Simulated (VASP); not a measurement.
# BaTe (P4/mmm) in VASP: a series of runs, part 2 of 2

VASP 6.6.1.

## (3) Single point, PBEsol (strain -0.0100 x Voigt [0, 1, 0, 0, 0, 0])

INCAR reads:

```
SYSTEM = BaTe
  ALGO = Normal
  EDIFF = 1E-7
  ENCUT = 520
  GGA = PS
  ISIF = 2
  ISMEAR = 0
  LASPH = .True.
  LCHARG = .False.
  LREAL = .False.
  LWAVE = .False.
  NBANDS = 15
  NELM = 80
  PREC = Accurate
  SIGMA = 0.05
```

KPOINTS reads:

```
k-points
0
Gamma
  6 6 6
  0 0 0
```

POSCAR reads:

```
BaTe
1.0
    4.2624660000      0.0000000000      0.0000000000
    0.0000000000      4.2198413400      0.0000000000
    0.0000000000      0.0000000000      4.2624660000
Ba Te
1 1
Direct
    0.0000000000      0.0000000000      0.0000000000
    0.5000000000      0.5000000000      0.5000000000
```

Potentials or basis: VASP PAW PBE potentials, release 64 (Ba_sv, Te).

On the command line:

```bash
cat potpaw_PBE.64/Ba_sv/POTCAR potpaw_PBE.64/Te/POTCAR > POTCAR
mpirun -np 1 vasp_std > vasp.out
```

OUTCAR:

```text
SYSTEM = BaTe
   EDIFF = 1E-7
   ENCUT = 520
   GGA = PS
   ISIF = 2
   ISMEAR = 0
   LASPH = .True.
   LREAL = .False.
   NELM = 80
   PREC = Accurate

 ion  position               nearest neighbor table
   1  0.000  0.000  0.000-   2 3.68   2 3.68   2 3.68   2 3.68   2 3.68   2 3.68   2 3.68   2 3.68

   2  0.500  0.500  0.500-   1 3.68   1 3.68   1 3.68   1 3.68   1 3.68   1 3.68   1 3.68   1 3.68

  LATTYP: Found a simple tetragonal cell.
 ALAT       =     4.2624660000
 C/A-ratio  =     0.9900000000

  Lattice vectors:

 A1 = (  -4.2624660000,   0.0000000000,   0.0000000000)
 A2 = (   0.0000000000,   0.0000000000,   4.2624660000)
 A3 = (   0.0000000000,   4.2198413400,   0.0000000000)

Analysis of symmetry for initial positions (statically):
=====================================================================
 Subroutine PRICEL returns:
 Original cell was already a primitive cell.

 Routine SETGRP: Setting up the symmetry group for a
 simple tetragonal supercell.

 Subroutine GETGRP returns: Found 16 space group operations
 (whereof 16 operations were pure point group operations)
 out of a pool of 16 trial point group operations.

The static configuration has the point symmetry D_4h.
[... 177 lines left out ...]
      7       3.3528      2.00000
      8       3.4410      2.00000
      9       4.4388      0.00000
     10       4.4471      0.00000
     11       6.0270      0.00000
     12       8.2685      0.00000
     13       8.3381      0.00000
     14       8.3381      0.00000
[... 401 lines left out ...]
      2      -9.6513      2.00000
      3      -9.5843      2.00000
      4      -9.3537      2.00000
      5      -6.0057      2.00000
      6       1.4007      2.00000
      7       1.7098      2.00000
      8       2.5896      2.00000
      9       5.8389      0.00000
     10       6.8468      0.00000
     11       6.9055      0.00000
     12       8.1521      0.00000
     13       8.5970      0.00000
     14       9.8814      0.00000
     15      11.7468      0.00000

 [... further k-points ...]

------------------------ aborting loop because EDIFF is reached ----------------------------------------

  FORCE on cell =-STRESS in cart. coord.  units (eV):
  Direction    XX          YY          ZZ          XY          YZ          ZX
  --------------------------------------------------------------------------------------
  -------------------------------------------------------------------------------------
  Total       -0.8095399     -0.4640361     -0.8095399      0.0000000      0.0000000      0.0000000
  in kB      -16.9172927     -9.6971566    -16.9172927      0.0000000      0.0000000      0.0000000
  external PRESSURE =     -14.5105807 kB  Pullay stress =       0.0000000 kB

 VOLUME and BASIS-vectors are now :
 -----------------------------------------------------------------------------
  energy-cutoff  :      520.00
  volume of cell :       76.67
      direct lattice vectors                 reciprocal lattice vectors
     4.262466000  0.000000000  0.000000000     0.234605977  0.000000000  0.000000000
     0.000000000  4.219841340  0.000000000     0.000000000  0.236975734  0.000000000
     0.000000000  0.000000000  4.262466000     0.000000000  0.000000000  0.234605977

 POSITION                                       TOTAL-FORCE (eV/Angst)
 -----------------------------------------------------------------------------------
      0.00000      0.00000      0.00000         0.000000      0.000000      0.000000
      2.13123      2.10992      2.13123         0.000000      0.000000      0.000000
 -----------------------------------------------------------------------------------
    total drift:                                0.000000      0.000000     -0.000000

  FREE ENERGIE OF THE ION-ELECTRON SYSTEM (eV)
  ---------------------------------------------------
  free  energy   TOTEN  =        -8.9151433953 eV

  energy  without entropy=       -8.9151433953  energy(sigma->0) =       -8.91514340
```

OSZICAR:

```text
N       E                     dE             d eps       ncg     rms          rms(c)
DAV:   1     0.813179471921E+02    0.81318E+02   -0.64849E+03  1200   0.913E+02
DAV:   2    -0.426295848216E+01   -0.85581E+02   -0.79642E+02  1578   0.159E+02
DAV:   3    -0.892303155998E+01   -0.46601E+01   -0.46319E+01  1611   0.387E+01
DAV:   4    -0.902697133850E+01   -0.10394E+00   -0.10393E+00  1498   0.616E+00
DAV:   5    -0.903001281153E+01   -0.30415E-02   -0.30413E-02  1733   0.867E-01    0.355E+00
DAV:   6    -0.892481316164E+01    0.10520E+00   -0.82709E-02  1382   0.178E+00    0.223E+00
DAV:   7    -0.891363579098E+01    0.11177E-01   -0.75094E-02  1545   0.164E+00    0.693E-01
DAV:   8    -0.891513512632E+01   -0.14993E-02   -0.15587E-02  1277   0.666E-01    0.191E-01
DAV:   9    -0.891510678490E+01    0.28341E-04   -0.83111E-04  1574   0.174E-01    0.917E-02
DAV:  10    -0.891514404839E+01   -0.37263E-04   -0.25854E-04  1368   0.106E-01    0.272E-02
DAV:  11    -0.891514503503E+01   -0.98664E-06   -0.34095E-05  1557   0.295E-02    0.247E-02
DAV:  12    -0.891514530241E+01   -0.26737E-06   -0.19917E-06  1459   0.655E-03    0.287E-02
DAV:  13    -0.891514465436E+01    0.64805E-06   -0.25381E-06  1592   0.796E-03    0.264E-02
DAV:  14    -0.891514380412E+01    0.85025E-06   -0.67645E-07  1403   0.502E-03    0.143E-02
DAV:  15    -0.891514369718E+01    0.10693E-06   -0.24087E-08   894   0.105E-03    0.116E-02
DAV:  16    -0.891514342115E+01    0.27603E-06   -0.98924E-08   740   0.207E-03    0.356E-03
DAV:  17    -0.891514339529E+01    0.25861E-07   -0.13648E-08   810   0.659E-04
   1 F= -.89151434E+01 E0= -.89151434E+01  d E =-.994256E-17
```

It took 50 s on 1 thread of Intel Xeon 8259CL, shared host; peak memory 0.2 GiB.

Results:

```
Free energy            : -8.9151 eV
Pressure               : -1.5 GPa
Band gap on the k mesh : 0.62 eV (least direct gap 0.80 eV)
```

Caveat: the cell differs from its parent crystal (strain -0.0100 x Voigt [0, 1, 0, 0, 0, 0]); the PAW data sets were made with another functional, which shifts forces and pressure a little; spin-orbit coupling is left out, which moves the levels of the heavy elements.

## (4) Single point, PBEsol (strain -0.0150 x Voigt [0, 1, 0, 0, 0, 0])

INCAR reads:

```
ALGO = Normal
EDIFF = 1E-6
ENCUT = 520
GGA = PS
ISIF = 2
ISMEAR = 0
LASPH = True
LCHARG = False
LREAL = False
LWAVE = False
NBANDS = 15
NELM = 100
PREC = Accurate
SIGMA = 0.05
```

KPOINTS reads:

```
k-points
0
Gamma
  6 6 6
```

POSCAR, as its differences from that of step 3:

```diff
@@ -3,3 +3,3 @@
     4.2624660000      0.0000000000      0.0000000000
-    0.0000000000      4.2198413400      0.0000000000
+    0.0000000000      4.1985290100      0.0000000000
     0.0000000000      0.0000000000      4.2624660000
```

On the command line:

```bash
cat potpaw_PBE.64/Ba_sv/POTCAR potpaw_PBE.64/Te/POTCAR > POTCAR
mpirun -np 1 vasp_std > vasp.out
```

Run time: 31 s. Hardware: 1 thread of Intel Xeon 8259CL, shared host; peak memory 0.2 GiB.

It converged, with:

| Property | Result |
| --- | --- |
| Free energy | -8.9170 eV |
| Pressure | -1.3 GPa |
| Band gap on the k mesh | 0.58 eV (least direct gap 0.75 eV) |

Stress tensor (GPa, compression positive):
```
-1.65  0.00  0.00
 0.00 -0.56  0.00
 0.00  0.00 -1.65
```

Levels at points of the mesh, in eV from the valence-band top:
```
           k point  band 5  band 6  band 7  band 8  band 9  band 10  band 11  band 12
(0.00, 0.00, 0.00)  -10.53   -0.50   -0.50   -0.37    0.58     0.59     2.21     4.42
(0.50, 0.00, 0.00)   -9.74   -3.56   -1.04   -0.88    1.38     4.66     4.82     4.86
(0.00, 0.50, 0.00)   -9.72   -3.56   -1.02   -1.02    1.44     4.66     4.83     4.85
(0.50, 0.50, 0.00)   -9.95   -2.19   -2.14   -0.12    0.82     2.34     2.72     2.79
(0.50, 0.00, 0.50)   -9.98   -2.16   -2.16    0.00    0.75     2.50     2.89     2.89
(0.50, 0.50, 0.50)   -9.57   -3.07   -3.06   -3.06    4.59     4.59     4.67     6.25
```

Caveat: the cell differs from its parent crystal (strain -0.0150 x Voigt [0, 1, 0, 0, 0, 0]); the PAW data sets were made with another functional, which shifts forces and pressure a little; spin-orbit coupling is left out, which moves the levels of the heavy elements. A k mesh can miss the band edges.

## (5) Single point, PBEsol (strain -0.0050 x Voigt [0, 1, 0, 0, 0, 0])

INCAR reads:

```
SYSTEM = BaTe
PREC = Accurate ; ENCUT = 520
EDIFF = 1E-6 ; ISMEAR = 0
SIGMA = 0.05 ; LREAL = .FALSE.
LASPH = .TRUE. ; NELM = 100
ALGO = Normal ; ISIF = 2
LWAVE = .FALSE. ; LCHARG = .TRUE.
GGA = PS ; LELF = .TRUE.
LVHAR = .TRUE. ; NBANDS = 15
```

KPOINTS reads:

```
Automatic mesh
0
G
  6 6 6
  0 0 0
```

POSCAR, as its differences from that of step 4:

```diff
@@ -3,3 +3,3 @@
     4.2624660000      0.0000000000      0.0000000000
-    0.0000000000      4.1985290100      0.0000000000
+    0.0000000000      4.2411536700      0.0000000000
     0.0000000000      0.0000000000      4.2624660000
```

On the command line:

```bash
cat potpaw_PBE.64/Ba_sv/POTCAR potpaw_PBE.64/Te/POTCAR > POTCAR
mpirun -np 1 vasp_std > vasp.out
```

It took 36 s on 1 thread of Intel Xeon 8259CL, shared host; peak memory 0.21 GiB.

The run converged. Its results:

```
Free energy            : -8.9123 eV
Pressure               : -1.6 GPa
Band gap on the k mesh : 0.67 eV (least direct gap 0.84 eV)
```

Stress tensor (GPa, compression positive):
```
-1.71  0.00  0.00
 0.00 -1.35  0.00
 0.00  0.00 -1.71
```

Levels at points of the mesh, in eV from the valence-band top:
```csv
k point,band 4,band 5,band 6,band 7,band 8,band 9,band 10,band 11,band 12,band 13
"(0.00, 0.00, 0.00)",-13.11,-10.45,-0.42,-0.42,-0.38,0.67,0.67,2.21,4.49,4.53
"(0.50, 0.00, 0.00)",-13.06,-9.68,-3.47,-0.93,-0.88,1.46,4.74,4.84,4.87,4.92
"(0.00, 0.50, 0.00)",-13.06,-9.67,-3.47,-0.92,-0.92,1.48,4.74,4.83,4.90,4.92
"(0.50, 0.50, 0.00)",-13.03,-9.88,-2.10,-2.08,-0.04,0.86,2.42,2.83,2.85,6.20
"(0.50, 0.00, 0.50)",-13.02,-9.89,-2.09,-2.09,0.00,0.84,2.47,2.88,2.88,6.17
"(0.50, 0.50, 0.50)",-13.39,-9.50,-2.97,-2.97,-2.97,4.63,4.63,4.65,6.26,6.26
```

Caveat: the cell differs from its parent crystal (strain -0.0050 x Voigt [0, 1, 0, 0, 0, 0]); the PAW data sets were made with another functional, which shifts forces and pressure a little; spin-orbit coupling is left out, which moves the levels of the heavy elements. A k mesh can miss the band edges.

## (6) Summary

| cell | gap on the mesh (eV) | pressure (GPa) |
| --- | --- | --- |
| a = 4.262, b = 4.177 Å, 2 atoms | 0.54 | -1.1 |
| a = 4.262, b = 4.220 Å, 2 atoms | 0.62 | -1.5 |
| a = 4.262, b = 4.199 Å, 2 atoms | 0.58 | -1.3 |
| a = 4.262, b = 4.241 Å, 2 atoms | 0.67 | -1.6 |

Alike in all rows: task single point; level PBEsol; potentials or basis VASP PAW PBE potentials, release 64 (Ba_sv, Te); no spin polarisation; k mesh 6 × 6 × 6; cutoff (eV) 520; smearing gaussian 0.05 eV.

Caveats: the PAW data sets were made with another functional, which shifts forces and pressure a little; spin-orbit coupling is left out, which moves the levels of the heavy elements.

Absolute energies hang on the potentials; compare differences alone.
